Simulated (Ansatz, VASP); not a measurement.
## BN in VASP and in Ansatz

Contents of INCAR:

```
PREC = Accurate
ENCUT = 600
EDIFF = 1E-6
ISMEAR = 0
SIGMA = 0.02
LREAL = F
LASPH = T
NELM = 120
ALGO = Normal
ISIF = 2
LWAVE = F
LCHARG = T
GGA = PE
LELF = T
LVHAR = T
NBANDS = 11
GGA_COMPAT = F
```

Contents of KPOINTS:

```
Automatic mesh
0
Gamma
  12 12 12
```

File POSCAR:

```
BN
1.0
    0.0000000000      1.8708330531      1.8708330531
    1.8708330531      0.0000000000      1.8708330531
    1.8708330531      1.8708330531      0.0000000000
B N
1 1
Direct
    0.0000000000      0.0000000000      0.0000000000
    0.7500000000      0.7500000000      0.7500000000
```

Input for Ansatz:

```yaml
crystal:
  lattice:
    - [0.0, 1.8708330531, 1.8708330531]
    - [1.8708330531, 0.0, 1.8708330531]
    - [1.8708330531, 1.8708330531, 0.0]
  atoms:
    - { symbol: B, position: [0.0, 0.0, 0.0] }
    - { symbol: "N", position: [0.75, 0.75, 0.75] }
basis:
  ecutwfc: 420
  ecutrho_ratio: 9
kpoints:
  mp_grid: { grid: [12, 12, 12] }
hamiltonian:
  xc: pbe
scf:
  occupations: { method: gaussian, width: 0.02 }
  convergence: { dr2_threshold: 1.0e-06 }
output:
  forces: true
  eigenvalues: true
  stress: true
```

Alike in both runs: task single point; functional PBE; k mesh 12 × 12 × 12; occupations gaussian, width 0.02 eV; no spin polarisation.

|  | VASP | Ansatz |
| --- | --- | --- |
| version | VASP 6.6.1 | Ansatz 0.2.0 |
| potentials or method | VASP PAW PBE potentials, release 64 (B, N), cutoff 600 eV | scalar-relativistic, plane waves, PAW |
| valence electrons in the cell | 8 | 8 |

|  | VASP | Ansatz | Ansatz less VASP |
| --- | --- | --- | --- |
| gap on the k mesh at the Fermi level (eV) | 4.34 | 4.35 | +0.009 |

Ansatz's warnings: force scf threshold loose, stress scf threshold loose.
